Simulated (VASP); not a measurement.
# Li (Im-3m) in VASP: a series of runs, part 2 of 2

VASP 6.6.1. The steps go on from the part before.

**4. Relaxation of cell and atoms, r2SCAN, target pressure 30 GPa, at which the enthalpy is minimised**

Contents of POSCAR:

```
Li
1.0
   -1.7546500000      1.7546500000      1.7546500000
    1.7546500000     -1.7546500000      1.7546500000
    1.7546500000      1.7546500000     -1.7546500000
Li
1
Direct
    0.0000000000      0.0000000000      0.0000000000
```

Contents of INCAR.step1:

```
SYSTEM = Li
ALGO = Normal
EDIFF = 1E-4
ENCUT = 600
GGA = PE
ISMEAR = 1
LASPH = .True.
LCHARG = .False.
LREAL = .False.
LWAVE = .True.
NELM = 60
PREC = Accurate
SIGMA = 0.1
```

Contents of INCAR.step2:

```
SYSTEM = Li
ALGO = Normal
EDIFF = 1E-7
EDIFFG = -0.05
ENCUT = 600
IBRION = 2
ISIF = 3
ISMEAR = 1
ISTART = 1
LASPH = .True.
LCHARG = .False.
LMIXTAU = .True.
LREAL = .False.
LWAVE = .False.
METAGGA = R2SCAN
NELM = 60
NSW = 80
PREC = Accurate
PSTRESS = 300.0
SIGMA = 0.1
```

Contents of KPOINTS:

```
k-points
0
Gamma
  11 11 11
  0 0 0
```

Potentials or basis: VASP PAW PBE potentials, release 64 (Li_sv).

Started as:

```bash
cat potpaw_PBE.64/Li_sv/POTCAR > POTCAR
cp INCAR.step1 INCAR
mpirun -np 1 vasp_std > vasp.out
cp INCAR.step2 INCAR
mpirun -np 1 vasp_std > vasp.out
```

OUTCAR:

```text
SYSTEM = Li
   EDIFF = 1E-7
   EDIFFG = -0.05
   ENCUT = 600
   IBRION = 2
   ISIF = 3
   ISMEAR = 1
   ISTART = 1
   LASPH = .True.
   LREAL = .False.
   METAGGA = R2SCAN
   NELM = 60
   NSW = 80
   PREC = Accurate
   PSTRESS = 300.0

 ion  position               nearest neighbor table
   1  0.000  0.000  0.000-

  LATTYP: Found a body centered cubic cell.
 ALAT       =     3.5093000000

  Lattice vectors:

 A1 = (  -1.7546500000,   1.7546500000,   1.7546500000)
 A2 = (   1.7546500000,  -1.7546500000,   1.7546500000)
 A3 = (   1.7546500000,   1.7546500000,  -1.7546500000)

Analysis of symmetry for initial positions (statically):
=====================================================================
 Subroutine PRICEL returns:
 Original cell was already a primitive cell.

 Routine SETGRP: Setting up the symmetry group for a
 body centered cubic supercell.

 Subroutine GETGRP returns: Found 48 space group operations
 (whereof 48 operations were pure point group operations)
 out of a pool of 48 trial point group operations.

The static configuration has the point symmetry O_h .

Analysis of symmetry for dynamics (positions and initial velocities):
=====================================================================
 Subroutine PRICEL returns:
 Original cell was already a primitive cell.

 Routine SETGRP: Setting up the symmetry group for a
 body centered cubic supercell.

 Subroutine GETGRP returns: Found 48 space group operations
 (whereof 48 operations were pure point group operations)
 out of a pool of 48 trial point group operations.

The dynamic configuration has the point symmetry O_h .

 Subroutine INISYM returns: Found 48 space group operations
 (whereof 48 operations are pure point group operations),
 and found     1 'primitive' translations

----------------------------------------------------------------------------------------

                                     Primitive cell

  volume of cell :      21.6088

  direct lattice vectors                    reciprocal lattice vectors
    -1.754650000  1.754650000  1.754650000     0.000000000  0.284957114  0.284957114
     1.754650000 -1.754650000  1.754650000     0.284957114  0.000000000  0.284957114
     1.754650000  1.754650000 -1.754650000     0.284957114  0.284957114  0.000000000

  length of vectors
     3.039142950  3.039142950  3.039142950     0.402990215  0.402990215  0.402990215

  position of ions in fractional coordinates (direct lattice)
     0.000000000  0.000000000  0.000000000

  ion indices of the primitive-cell ions
   primitive index   ion index
                 1           1

----------------------------------------------------------------------------------------

 KPOINTS: k-points

Automatic generation of k-mesh.
 Grid dimensions read from file:
 generate k-points for:   11   11   11

 Generating k-lattice:

  Cartesian coordinates                     Fractional coordinates (reciprocal lattice)
     0.000000000  0.025905192  0.025905192     0.090909091  0.000000000  0.000000000
     0.025905192  0.000000000  0.025905192     0.000000000  0.090909091  0.000000000
     0.025905192  0.025905192  0.000000000     0.000000000  0.000000000  0.090909091

  Length of vectors
     0.036635474  0.036635474  0.036635474

  Shift w.r.t. Gamma in fractional coordinates (k-lattice)
     0.000000000  0.000000000  0.000000000

 Subroutine IBZKPT returns following result:
 ===========================================

 Found     56 irreducible k-points:

 Following reciprocal coordinates:
            Coordinates               Weight
  0.000000  0.000000  0.000000      1.000000
  0.090909  0.000000  0.000000     12.000000
  0.181818  0.000000  0.000000     12.000000
  0.272727  0.000000  0.000000     12.000000
  0.363636  0.000000  0.000000     12.000000
  0.454545  0.000000  0.000000     12.000000
[... 16 lines left out ...]
  0.272727  0.181818  0.090909     48.000000
  0.363636  0.181818  0.090909     24.000000
 [... further k-points ...]
   k-points           NKPTS =     56   k-points in BZ     NKDIM =     56   number of bands    NBANDS=      5
   number of dos      NEDOS =    301   number of ions     NIONS =      1
   total plane-waves  NPLWV =  13824
   dimension x,y,z NGX =    24 NGY =   24 NGZ =   24
   dimension x,y,z NGXF=    48 NGYF=   48 NGZF=   48
   ions per type =               1
   NGX,Y,Z   is equivalent  to a cutoff of  13.13, 13.13, 13.13 a.u.
   NGXF,Y,Z  is equivalent  to a cutoff of  26.26, 26.26, 26.26 a.u.
 SYSTEM =  Li
   PREC   = accura    normal or accurate (medium, high low for compatibility)
   ISTART =      1    job   : 0-new  1-cont  2-samecut
   ICHARG =      0    charge: 1-file 2-atom 10-const
   ISPIN  =      1    spin polarized calculation?
   LNONCOLLINEAR =      F non collinear calculations
   LSORBIT =      F    spin-orbit coupling
   LASPH  =      T    aspherical Exc in radial PAW
   ENCUT  =  600.0 eV  44.10 Ry    6.64 a.u.   6.07  6.07  6.07*2*pi/ulx,y,z
   NELM   =     60;   NELMIN=  2; NELMDL=  0     # of ELM steps
   EDIFF  = 0.1E-06   stopping-criterion for ELM
   LREAL  =      F    real-space projection
   EDIFFG = -.5E-01   stopping-criterion for IOM
   NSW    =     80    number of steps for IOM
   IBRION =      2    ionic relax: 0-MD 1-quasi-New 2-CG
   NFREE  =      1    steps in history (QN), initial steepest desc. (CG)
   ISIF   =      3    stress and relaxation
   ISYM   =      2    0-nonsym 1-usesym 2-fastsym
   POTIM  = 0.5000    time-step for ionic-motion
   TEBEG  =    0.0;   TEEND  =   0.0 temperature during run
   PSTRESS=  300.0 pullay stress
   NELECT =       3.0000    total number of electrons
   NUPDOWN=      -1.0000    fix difference up-down
   EMIN   =  10.00;   EMAX   =-10.00  energy-range for DOS
   EFERMI =   0.00;   METHOD = LEGACY
   ISMEAR =     1;   SIGMA  =   0.10  broadening in eV -4-tet -1-fermi 0-gaus
   EFERMI_NEDOS =   21; number of points for ismear=-14 and -15
   IALGO  =     38    algorithm
   IMIX   =      4    mixing-type and parameters
     AMIX     =   0.40;   BMIX     =  1.00
     AMIX_MAG =   1.60;   BMIX_MAG =  1.00
  volume/ion in A,a.u.               =      21.61       145.82
  Fermi-wavevector in a.u.,A,eV,Ry     =   0.847692  1.601906  9.776898  0.718582
  Thomas-Fermi vector in A             =   1.963238
   LORBIT       =      0    0 simple, 1 ext, 2 COOP (PROOUT), +10 PAW based schemes
   METAGGA = R2SCAN    functional components
   LHFCALC =     F    Hartree Fock is set to
   AEXX    =    0.0000 exact exchange contribution
   IVDW    =     0    specifies the selected vdW correction
   LEPSILON=     F    determine dielectric tensor
   LRPA    =     F    only Hartree local field effects (RPA)
 conjugate gradient relaxation of ions
 non-spin polarized calculation
 Methfessel and Paxton  Order N= 1 SIGMA  =   0.10
  energy-cutoff  :      600.00
  volume of cell :       21.61
 maximum number of plane-waves:       730
   NGX = 13   NGY = 13   NGZ = 13

--------------------------------------- Ionic step        1  -------------------------------------------

 number of electron       2.9999991 magnetization

 Free energy of the ion-electron system (eV)
  ---------------------------------------------------
  ext. energy  EPLUGINS =         0.00000000
  ---------------------------------------------------
  free energy    TOTEN  =        -2.38615508 eV

  energy without entropy =       -2.38537362  energy(sigma->0) =       -2.38589459

 E-fermi :   0.4805     XC(G=0):  -7.2807

 val. band max:        0.4557540986   @ k =  -0.3636   0.4545   0.0909
 cond. band min:       0.4996730536   @ k =   0.4545   0.0000   0.0000
 fundamental gap:      0.0439189550
 Fermi energy:         0.4805062295

 k-point     1 :       0.0000    0.0000    0.0000
  band No.  band energies     occupation
      1     -47.7673      2.00000
      2      -3.2801      2.00000
      3      16.1065      0.00000
      4      16.1075      0.00000
      5      16.1075      0.00000

 k-point     2 :       0.0909    0.0000    0.0000
  band No.  band energies     occupation
      1     -47.7663      2.00000
      2      -3.1149      2.00000
      3      14.8005      0.00000
      4      15.2525      0.00000
      5      15.7779      0.00000
[... 321 lines left out ...]
  enthalpy is  TOTEN    =         0.1387470104 eV   P V=        1.9498334376

--------------------------------------- Ionic step        5  -------------------------------------------

 number of electron       3.0000001 magnetization

 Free energy of the ion-electron system (eV)
  ---------------------------------------------------
  ext. energy  EPLUGINS =         0.00000000
  ---------------------------------------------------
  free energy    TOTEN  =        -1.82800925 eV

  energy without entropy =       -1.82687558  energy(sigma->0) =       -1.82763136

 E-fermi :   3.1851     XC(G=0):  -9.3844

 val. band max:        3.1692581214   @ k =  -0.3636   0.4545   0.0909
 cond. band min:       3.2626041332   @ k =  -0.4545   0.4545   0.0909
 fundamental gap:      0.0933460118
 Fermi energy:         3.1850763617

 k-point     1 :       0.0000    0.0000    0.0000
  band No.  band energies     occupation
      1     -44.3309      2.00000
      2      -1.2531      2.00000
      3      28.8673      0.00000
      4      28.8673      0.00000
      5      28.8680      0.00000

 k-point     2 :       0.0909    0.0000    0.0000
  band No.  band energies     occupation
      1     -44.3145      2.00000
      2      -1.0706      2.00000
      3      26.4353      0.00000
      4      27.2816      0.00000
      5      28.1782      0.00000
[... 204 lines left out ...]
  FREE ENERGIE OF THE ION-ELECTRON SYSTEM (eV)
  ---------------------------------------------------
  free  energy   TOTEN  =        -1.8280092452 eV

  energy  without entropy=       -1.8268755752  energy(sigma->0) =       -1.82763136

  enthalpy is  TOTEN    =         0.1386021587 eV   P V=        1.9666114040

 reached required accuracy - stopping structural energy minimisation
```

OSZICAR.step1:

```text
N       E                     dE             d eps       ncg     rms          rms(c)
DAV:   1     0.555460347028E+00    0.55546E+00   -0.78893E+02   560   0.472E+02
DAV:   2    -0.177567121558E+01   -0.23311E+01   -0.21924E+01   775   0.585E+01
DAV:   3    -0.190154745792E+01   -0.12588E+00   -0.12570E+00   710   0.104E+01
DAV:   4    -0.190587880346E+01   -0.43313E-02   -0.43312E-02   735   0.177E+00
DAV:   5    -0.190591670902E+01   -0.37906E-04   -0.37906E-04   710   0.161E-01    0.255E-01
DAV:   6    -0.190478742692E+01    0.11293E-02   -0.27272E-04   890   0.112E-01    0.145E-01
DAV:   7    -0.190415912966E+01    0.62830E-03   -0.65454E-04  1020   0.166E-01    0.265E-02
DAV:   8    -0.190415995931E+01   -0.82965E-06   -0.19200E-05   325   0.381E-02
   1 F= -.19041600E+01 E0= -.19039098E+01  d E =-.750332E-03
```

Wall time 49 s (1 thread of Intel Xeon 6975P-C (Granite Rapids), shared host); peak memory 0.13 GiB.

What came out:

* Free energy: -1.8280 eV
* Relaxed volume: 10.50 Å³/atom
* Relaxed cell: a = 2.390 Å, b = 2.390 Å, c = 2.390 Å, α = 109.47°, β = 109.47°, γ = 109.47°
* Space group after relaxing (to 0.1 Å): Im-3m (No. 229)
* Energy change on relaxing (the run minimises the enthalpy): +558.1 meV/atom
* Ionic steps: 5
* Pressure after relaxing: 30.0 GPa
* Band gap on the k mesh: zero (an odd number of electrons rules out a gap without spin polarisation)

The path:
```csv
step,energy change (eV),largest force (eV/Å),pressure (GPa),volume (Å³)
1,0.0000,0.0000,-0.44,21.61
2,0.4507,0.0000,24.43,11.14
3,0.5435,0.0000,29.19,10.58
4,0.5751,0.0000,30.90,10.41
5,0.5581,0.0000,29.98,10.50
```

Final structure:
```cif
data_structure
_symmetry_space_group_name_H-M 'P 1'
_symmetry_Int_Tables_number 1
_cell_length_a 2.3895
_cell_length_b 2.3895
_cell_length_c 2.3895
_cell_angle_alpha 109.471
_cell_angle_beta 109.471
_cell_angle_gamma 109.471
_cell_volume 10.50
loop_
_atom_site_label
_atom_site_type_symbol
_atom_site_fract_x
_atom_site_fract_y
_atom_site_fract_z
_atom_site_occupancy
Li1 Li 0.00000 0.00000 0.00000 1
```

Caveat: the cutoff is under 1.25 times the usual one of these potentials, so pressure, stress and relaxed cells hold a basis-set (Pulay) error; the cell is relaxed towards a set pressure, so the run minimises the enthalpy, not the energy; the volume moved by over 15 % at a fixed basis, so the end points are rough; the PAW data sets were made with another functional, which shifts forces and pressure a little.

**5. Relaxation of cell and atoms, r2SCAN, target pressure 40 GPa, at which the enthalpy is minimised**

POSCAR is that of step 4.

INCAR.step1 is that of step 4.

INCAR.step2: that of step 4 with these lines changed.

```diff
@@ -18,3 +18,3 @@
 PREC = Accurate
-PSTRESS = 300.0
+PSTRESS = 400.0
 SIGMA = 0.1
```

KPOINTS is that of step 4.

Started as:

```bash
cat potpaw_PBE.64/Li_sv/POTCAR > POTCAR
cp INCAR.step1 INCAR
mpirun -np 1 vasp_std > vasp.out
cp INCAR.step2 INCAR
mpirun -np 1 vasp_std > vasp.out
```

Wall time 38 s (1 thread of Intel Xeon 6975P-C (Granite Rapids), shared host); peak memory 0.14 GiB.

Results (log left out):

```
Free energy                                                : -1.5952 eV
Relaxed volume                                             : 9.46 Å³/atom
Relaxed cell                                               : a = 2.308 Å, b = 2.308 Å, c = 2.308 Å, α = 109.47°, β = 109.47°, γ = 109.47°
Space group after relaxing (to 0.1 Å)                      : Im-3m (No. 229)
Energy change on relaxing (the run minimises the enthalpy) : +791.0 meV/atom
Ionic steps                                                : 3
Pressure after relaxing                                    : 40.2 GPa
Band gap on the k mesh                                     : zero (an odd number of electrons rules out a gap without spin polarisation)
```

Step by step:
```csv
step,energy change (eV),largest force (eV/Å),pressure (GPa),volume (Å³)
1,0.0000,0.0000,-0.44,21.61
2,1.0296,0.0000,53.56,8.65
3,0.7910,0.0000,40.16,9.46
```

Final structure:
```
Li
1.0
    -1.33237    1.33237    1.33237
     1.33237   -1.33237    1.33237
     1.33237    1.33237   -1.33237
Li
1
Cartesian
  0.0000 0.0000 0.0000
```

Levels at points of the mesh, in eV from the Fermi level:
```tsv
k point	band 1	band 2	band 3	band 4	band 5
(0.00, 0.00, 0.00)	-47.32	-4.53	27.27	27.27	27.27
```

Caveat: the cutoff is under 1.25 times the usual one of these potentials, so pressure, stress and relaxed cells hold a basis-set (Pulay) error; the cell is relaxed towards a set pressure, so the run minimises the enthalpy, not the energy; the volume moved by over 15 % at a fixed basis, so the end points are rough; the PAW data sets were made with another functional, which shifts forces and pressure a little.

**6. Summary**

```tsv
cell	gap on the mesh (eV)	pressure (GPa)
relaxed to 10 GPa	none	10.3
relaxed to 20 GPa	none	20.5
relaxed to 30 GPa	none	30.0
relaxed to 40 GPa	none	40.2
```

Alike in all rows: task relaxation of cell and atoms; level r2SCAN; potentials or basis VASP PAW PBE potentials, release 64 (Li_sv); no spin polarisation; k mesh 11 × 11 × 11; cutoff (eV) 600; smearing methfessel-paxton 0.1 eV.

Caveats: the cutoff is under 1.25 times the usual one of these potentials, so pressure, stress and relaxed cells hold a basis-set (Pulay) error; the cell is relaxed towards a set pressure, so the run minimises the enthalpy, not the energy; the volume moved by over 15 % at a fixed basis, so the end points are rough; the PAW data sets were made with another functional, which shifts forces and pressure a little.

Total energies depend on the potentials used, so only differences within one code and one set of settings carry meaning.
